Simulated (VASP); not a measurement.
## CuAu: single point with PBEsol

CuAu:

```
CELL_PARAMETERS angstrom
2.71600 0.00000 0.00000
0.00000 2.71600 0.00000
0.00000 0.00000 3.55990
ATOMIC_POSITIONS crystal
Cu 0.50000 0.50000 0.50000
Au 0.00000 0.00000 0.00000
```

This cell differs from its parent crystal: strain -0.030 along x and y, -0.030 along z.

| Item | Value |
| --- | --- |
| Program | VASP 6.6.1 |
| Task | single point |
| Functional | PBEsol |
| Potentials or basis | VASP PAW PBE potentials, release 64 (Cu, Au) |
| Cutoff | 520 eV |
| k mesh | 18 × 18 × 14 |
| Occupations | gaussian, width 0.15 eV |
| Spin | no spin polarisation |
| Dipole correction | no |
| Further INCAR settings | ALGO = Fast; EDIFF = 1e-07; NBANDS = 18 |

- Pressure: 16.9 GPa
- Band gap on the k mesh: zero (bands 11 and 12 overlap by 7.95 eV)

Stress tensor (GPa, compression positive):
```
17.40  0.00  0.00
 0.00 17.40  0.00
 0.00  0.00 16.03
```

Levels at points of the mesh, in eV from the Fermi level:
```
           k point  band 7  band 8  band 9  band 10  band 11  band 12  band 13  band 14  band 15  band 16
(0.00, 0.00, 0.00)   -3.24   -2.39   -1.85    -1.58    -1.58     1.87     8.96    10.35    10.35    17.52
(0.50, 0.00, 0.00)   -3.51   -3.45   -2.75    -2.51    -0.98     0.02     9.76    10.01    12.22    12.27
(0.50, 0.50, 0.00)   -1.83   -1.62   -1.47    -1.47     0.31     0.31     5.83     7.69    10.27    11.96
(0.00, 0.00, 0.50)   -3.71   -2.92   -2.71    -2.67    -2.67    -2.24    14.70    15.29    15.29    15.47
(0.50, 0.00, 0.50)   -1.96   -1.92   -1.75    -1.66    -1.56    -1.56     3.14     4.99    16.02    16.46
(0.50, 0.50, 0.50)   -3.43   -2.45   -1.83    -1.62     5.71     5.72     5.72     7.02     7.16     7.45
```

It took 110 s on 1 thread of AMD EPYC 9R45 96-Core Processor (Zen 5) (shared host), peak memory 0.29 GiB.

Caveat: the cell differs from its parent crystal (strain -0.030 along x and y, -0.030 along z); the cell stands under pressure; the PAW data sets were made with another functional, which shifts forces and pressure a little; spin-orbit coupling is left out, which moves the levels of the heavy elements.
